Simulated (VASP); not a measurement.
# Pd (Pm-3m) in VASP: relaxation of cell and atoms with PBEsol

Aim: the relaxation of cell and atoms of Pd with PBEsol.

Program: VASP 6.6.1. These are calculated values, not measurements. Logs are shortened: lines on timing, memory, paths and dates and some standing lists are left out, and cuts for length are marked.

## Step 1: The cell of the first run

Symmetry: Pm-3m, No. 221, cubic system. Conventional cell: a = 2.514 Å, b = 2.514 Å, c = 2.514 Å, α = 90.00°, β = 90.00°, γ = 90.00°. Within 3.3 Å of Pd (site symmetry m-3m) lie 6 Pd at 2.51 Å.

This isn't the form of Pd at room conditions, which is fcc.

## Step 2: Relaxation of cell and atoms, PBEsol

Contents of INCAR:

```
PREC = Accurate ; ENCUT = 630
EDIFF = 1E-7 ; ISMEAR = -1
SIGMA = 0.1 ; LREAL = False
LASPH = True ; NELM = 120
ALGO = Normal ; ISIF = 3
LWAVE = False ; LCHARG = False
GGA = PS ; IBRION = 2
NSW = 80 ; EDIFFG = -0.01
GGA_COMPAT = False ; NELMIN = 4
```

Contents of KPOINTS:

```
Automatic mesh
0
Gamma
  12 12 12
```

Contents of POSCAR:

```
Pd
1.0
    2.5140960172      0.0000000000      0.0000000000
    0.0000000000      2.5140960172      0.0000000000
    0.0000000000      0.0000000000      2.5140960172
Pd
1
Direct
    0.0000000000      0.0000000000      0.0000000000
```

Potentials or basis: VASP PAW PBE potentials, release 64 (Pd_sv_GW).

The run is started by

```sh
cat potpaw_PBE.64/Pd_sv_GW/POTCAR > POTCAR
mpirun -np 1 vasp_std > vasp.out
```

OUTCAR:

```text
PREC = Accurate
   ENCUT = 630
   EDIFF = 1E-7
   ISMEAR = -1
   LREAL = False
   LASPH = True
   NELM = 120
   ISIF = 3
   GGA = PS
   IBRION = 2
   NSW = 80
   EDIFFG = -0.01
   NELMIN = 4

 ion  position               nearest neighbor table
   1  0.000  0.000  0.000-

  LATTYP: Found a simple cubic cell.
 ALAT       =     2.5140960172

  Lattice vectors:

 A1 = (   2.5140960172,   0.0000000000,   0.0000000000)
 A2 = (   0.0000000000,   2.5140960172,   0.0000000000)
 A3 = (   0.0000000000,   0.0000000000,   2.5140960172)

Analysis of symmetry for initial positions (statically):
=====================================================================
 Subroutine PRICEL returns:
 Original cell was already a primitive cell.

 Routine SETGRP: Setting up the symmetry group for a
 simple cubic supercell.

 Subroutine GETGRP returns: Found 48 space group operations
 (whereof 48 operations were pure point group operations)
 out of a pool of 48 trial point group operations.

The static configuration has the point symmetry O_h .

Analysis of symmetry for dynamics (positions and initial velocities):
=====================================================================
 Subroutine PRICEL returns:
 Original cell was already a primitive cell.

 Routine SETGRP: Setting up the symmetry group for a
 simple cubic supercell.

 Subroutine GETGRP returns: Found 48 space group operations
 (whereof 48 operations were pure point group operations)
 out of a pool of 48 trial point group operations.

The dynamic configuration has the point symmetry O_h .

 Subroutine INISYM returns: Found 48 space group operations
 (whereof 48 operations are pure point group operations),
 and found     1 'primitive' translations

----------------------------------------------------------------------------------------

                                     Primitive cell

  volume of cell :      15.8908

  direct lattice vectors                    reciprocal lattice vectors
     2.514096017  0.000000000  0.000000000     0.397757283  0.000000000  0.000000000
     0.000000000  2.514096017  0.000000000     0.000000000  0.397757283  0.000000000
     0.000000000  0.000000000  2.514096017     0.000000000  0.000000000  0.397757283

[... 92 lines left out ...]
   NELECT =      18.0000    total number of electrons
   NUPDOWN=      -1.0000    fix difference up-down
   EMIN   =  10.00;   EMAX   =-10.00  energy-range for DOS
   EFERMI =   0.00;   METHOD = LEGACY
   ISMEAR =    -1;   SIGMA  =   0.10  broadening in eV -4-tet -1-fermi 0-gaus
   EFERMI_NEDOS =   21; number of points for ismear=-14 and -15
   IALGO  =     38    algorithm
   IMIX   =      4    mixing-type and parameters
     AMIX     =   0.40;   BMIX     =  1.00
     AMIX_MAG =   1.60;   BMIX_MAG =  1.00
  volume/ion in A,a.u.               =      15.89       107.24
  Fermi-wavevector in a.u.,A,eV,Ry     =   1.706543  3.224898 39.624080  2.912288
  Thomas-Fermi vector in A             =   2.785560
   LORBIT       =      0    0 simple, 1 ext, 2 COOP (PROOUT), +10 PAW based schemes
   GGA     = PS    functional components
   LHFCALC =     F    Hartree Fock is set to
   AEXX    =    0.0000 exact exchange contribution
   IVDW    =     0    specifies the selected vdW correction
   LEPSILON=     F    determine dielectric tensor
   LRPA    =     F    only Hartree local field effects (RPA)
 conjugate gradient relaxation of ions
 non-spin polarized calculation
  energy-cutoff  :      630.00
  volume of cell :       15.89
 maximum number of plane-waves:       587
 NGX is ok and might be reduce to    24
   NGX = 11   NGY = 11   NGZ = 11

--------------------------------------- Ionic step        1  -------------------------------------------

 number of electron      17.9999996 magnetization

 Free energy of the ion-electron system (eV)
  ---------------------------------------------------
  ext. energy  EPLUGINS =         0.00000000
  ---------------------------------------------------
  free energy    TOTEN  =        -3.90031435 eV

  energy without entropy =       -3.85720688  energy(sigma->0) =       -3.87876062

------------------------ aborting loop because EDIFF is reached ----------------------------------------

  FORCE on cell =-STRESS in cart. coord.  units (eV):
  Direction    XX          YY          ZZ          XY          YZ          ZX
  --------------------------------------------------------------------------------------
  -------------------------------------------------------------------------------------
  Total        1.0379272      1.0379272      1.0379272      0.0000000     -0.0000000      0.0000000
  in kB      104.6482349    104.6482349    104.6482349      0.0000000     -0.0000000      0.0000000
  external PRESSURE =     104.6482349 kB  Pullay stress =       0.0000000 kB
[... 92 lines left out ...]
--------------------------------------- Ionic step        4  -------------------------------------------

 number of electron      18.0000005 magnetization

 Free energy of the ion-electron system (eV)
  ---------------------------------------------------
  ext. energy  EPLUGINS =         0.00000000
  ---------------------------------------------------
  free energy    TOTEN  =        -3.92926606 eV

  energy without entropy =       -3.88413482  energy(sigma->0) =       -3.90670044

 E-fermi :   6.6897     XC(G=0): -12.7589

 val. band max:        6.6833900264   @ k =   0.2500   0.0833   0.0000
 cond. band min:       6.6929719188   @ k =   0.4167   0.3333   0.3333
 fundamental gap:      0.0095818924
 Fermi energy:         6.6896593634

 k-point     1 :       0.0000    0.0000    0.0000
  band No.  band energies     occupation
      1     -77.3109      2.00000
      2     -42.8158      2.00000
      3     -42.8158      2.00000
      4     -42.8158      2.00000
      5       0.2812      2.00000
      6       1.8020      2.00000
      7       1.8020      2.00000
      8       6.7266      0.81752
      9       6.7266      0.81752
     10       6.7266      0.81752
     11      23.4005      0.00000
     12      23.4005      0.00000
     13      23.4005      0.00000
[... 354 lines left out ...]
  band No.  band energies     occupation
      1     -77.2319      2.00000
      2     -43.2107      2.00000
      3     -43.1197      2.00000
      4     -42.7510      2.00000
      5       2.2064      2.00000
      6       2.8041      2.00000
      7       5.3610      2.00000
      8       5.6830      1.99992
      9       5.9570      1.99869
     10       9.3136      0.00000
     11      13.7297      0.00000
     12      19.7948      0.00000
     13      22.9656      0.00000

 [... further k-points ...]
[... 5 lines left out ...]
  --------------------------------------------------------------------------------------
  -------------------------------------------------------------------------------------
  Total       -0.0018430     -0.0018430     -0.0018430     -0.0000000      0.0000000     -0.0000000
  in kB       -0.1754401     -0.1754401     -0.1754401     -0.0000000      0.0000000     -0.0000000
  external PRESSURE =      -0.1754401 kB  Pullay stress =       0.0000000 kB
[... 16 lines left out ...]
  FREE ENERGIE OF THE ION-ELECTRON SYSTEM (eV)
  ---------------------------------------------------
  free  energy   TOTEN  =        -3.9292660566 eV

  energy  without entropy=       -3.8841348221  energy(sigma->0) =       -3.90670044

 reached required accuracy - stopping structural energy minimisation
```

CONTCAR:

```text
Pd
   1.00000000000000
     2.5627402662422440    0.0000000000000000    0.0000000000000000
     0.0000000000000000    2.5627402662422440    0.0000000000000000
    -0.0000000000000000   -0.0000000000000000    2.5627402662422440
  Pd
     1
Direct
     0.0000000000000000    0.0000000000000000    0.0000000000000000

  0.00000000E+00  0.00000000E+00  0.00000000E+00
```

Wall time 34 s (1 thread of Intel Xeon 6975P-C (Granite Rapids), shared host); peak memory 0.17 GiB.

What came out:

```
Free energy                           : -3.9293 eV
Relaxed volume                        : 16.83 Å³/atom
Relaxed cell                          : a = 2.563 Å, b = 2.563 Å, c = 2.563 Å, α = 90.00°, β = 90.00°, γ = 90.00°
Space group after relaxing (to 0.1 Å) : Pm-3m (No. 221)
Energy gained by relaxing             : 29.0 meV/atom
Ionic steps                           : 4
Pressure after relaxing               : 0.0 GPa
Band gap on the k mesh                : zero (bands 9 and 10 overlap by 2.05 eV)
```

Step by step:
```tsv
step	energy change (eV)	largest force (eV/Å)	pressure (GPa)	volume (Å³)
1	0.0000	0.0000	10.46	15.89
2	0.0318	0.0000	-11.34	18.40
3	-0.0289	0.0000	-0.21	16.85
4	-0.0290	0.0000	-0.02	16.83
```

Final structure:
```
CELL_PARAMETERS angstrom
2.56274 0.00000 0.00000
0.00000 2.56274 0.00000
0.00000 0.00000 2.56274
ATOMIC_POSITIONS crystal
Pd 0.00000 0.00000 0.00000
```

Caveat: the PAW data sets were made with another functional, which shifts forces and pressure a little.
